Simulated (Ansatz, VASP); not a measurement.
One calculation of Rh, two programs

```
Rh
1.0
     2.70851    0.00000    0.00000
     0.00000    2.70851    0.00000
     0.00000    0.00000   19.83040
Rh
3
Direct
  0.00000 0.00000 0.40733
  0.50000 0.50000 0.50000
  0.00000 0.00000 0.59267
```

Alike in both runs: functional PBE; k mesh 13 × 13 × 1; occupations fermi-dirac, width 0.05 eV; no spin polarisation.

Ansatz relaxed the structure, and its values are those at the end. VASP's run is a single point on that final structure, the one shown.

|  | VASP | Ansatz |
| --- | --- | --- |
| version | VASP 6.6.1 | Ansatz 0.2.0 |
| potentials or method | VASP PAW PBE potentials, release 64 (Rh_pv), cutoff 520 eV | all-electron LAPW, scalar-relativistic |

Ansatz gave:

```
rms of the force components (eV/Å) : 0.003
```

Q: Estimate VASP's values.

A: rms of the force components (eV/Å): 0.005.

Ansatz ran all-electron here, and VASP with PAW potentials.
